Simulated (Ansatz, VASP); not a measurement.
AlCo in VASP and in Ansatz

Contents of INCAR:

```
SYSTEM = AlCo
PREC = Accurate ; ENCUT = 520
EDIFF = 1E-6 ; ISMEAR = 0
SIGMA = 0.15 ; LREAL = .False.
LASPH = .True. ; NELM = 80
ALGO = Fast ; ISIF = 2
LWAVE = .False. ; LCHARG = .False.
GGA = PS ; NBANDS = 27
```

Contents of KPOINTS:

```
Automatic mesh
0
Gamma
  21 21 7
  0 0 0
```

The input POSCAR:

```
AlCo
1.0
    0.0000000000     -2.8225855369      0.0000000000
    0.0000000000      0.0000000000     -2.8225855369
    8.4677566106      0.0000000000      0.0000000000
Al Co
3 3
Direct
    1.0000000000      1.0000000000      0.3333333333
    1.0000000000      1.0000000000      0.6666666667
    1.0000000000      1.0000000000      0.0000000000
    0.5000000000      0.5000000000      0.1666666667
    0.5000000000      0.5000000000      0.5000000000
    0.5000000000      0.5000000000      0.8333333333
```

Input for Ansatz:

```yaml
crystal:
  lattice:
    - [0.0, -2.8225855369, 0.0]
    - [0.0, 0.0, -2.8225855369]
    - [8.4677566106, 0.0, 0.0]
  atoms:
    - { symbol: Al, position: [1.0, 1.0, 0.3333333333] }
    - { symbol: Al, position: [1.0, 1.0, 0.6666666667] }
    - { symbol: Al, position: [1.0, 1.0, 0.0] }
    - { symbol: Co, position: [0.5, 0.5, 0.1666666667] }
    - { symbol: Co, position: [0.5, 0.5, 0.5] }
    - { symbol: Co, position: [0.5, 0.5, 0.8333333333] }
basis:
  ecutwfc: 420
kpoints:
  mp_grid: { grid: [21, 21, 7] }
hamiltonian:
  xc: pbesol
scf:
  occupations: { method: gaussian, width: 0.15 }
output:
  forces: true
  stress: true
  eigenvalues: true
```

Alike in both runs: task single point; functional PBEsol; k mesh 21 × 21 × 7; occupations gaussian, width 0.15 eV; no spin polarisation.

|  | VASP | Ansatz |
| --- | --- | --- |
| version | VASP 6.6.1 | Ansatz 0.2.0 |
| potentials or method | VASP PAW PBE potentials, release 64 (Al, Co), cutoff 520 eV | scalar-relativistic, plane waves, PAW |
| valence electrons in the cell | 36 | 60 |

VASP gave:

```
gap on the k mesh at the Fermi level (eV) : none
pressure (GPa)                            : 0.1
```

Task: Which values does Ansatz return?

Result: gap on the k mesh at the Fermi level (eV): none; pressure (GPa): 0.0.

VASP's potentials were made for PBE, not for PBEsol. A gap of «none» marks a metal or a gap that the smearing closes. The functional is the same, so the differences come from potentials, cutoffs and numerics. VASP's potentials hold 36 valence electrons a cell and Ansatz's 60, so a difference there can come from the potentials and not from the codes.
